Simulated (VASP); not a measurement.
A run of VASP 6.6.1:

The input INCAR:

```
  ALGO = Normal
  EDIFF = 1E-6
  ENCUT = 520
  GGA = PE
  ISIF = 2
  ISMEAR = 0
  LASPH = True
  LCHARG = True
  LDAU = True
  LDAUJ = 0 0
  LDAUL = 2 -1
  LDAUPRINT = 1
  LDAUTYPE = 2
  LDAUU = 6.2 0
  LELF = True
  LMAXMIX = 4
  LREAL = False
  LVHAR = True
  LWAVE = False
  NBANDS = 28
  NELM = 150
  PREC = Accurate
  SIGMA = 0.1
```

File KPOINTS:

```
k-points
0
Gamma
  12 12 6
```

The input POSCAR:

```
WSe
1.0
    4.0679576104      0.0000000000      0.0000000000
   -2.0339788052      3.5229546321      0.0000000000
    0.0000000000      0.0000000000      6.7661319910
W Se
2 2
Direct
    0.0000000000      0.0000000000      0.0000000000
    0.0000000000      0.0000000000      0.5000000000
    0.3333333333      0.6666666667      0.2500000000
    0.6666666667      0.3333333333      0.7500000000
```

Potentials or basis: VASP PAW PBE potentials, release 64 (W_sv, Se).

Run with:

```bash
$ cat potpaw_PBE.64/W_sv/POTCAR potpaw_PBE.64/Se/POTCAR > POTCAR
$ mpirun -np 1 vasp_std > vasp.out
```

Hardware: 1 thread of Intel(R) Xeon(R) 6975P-C (Granite Rapids) (shared host).

Problem. Estimate the wall time of this run.

Solution. Wall time 3.6 min on 1 thread of Intel(R) Xeon(R) 6975P-C (Granite Rapids), on a shared host, peak memory 0.32 GiB. Counts: scf iterations 39, k points 76.
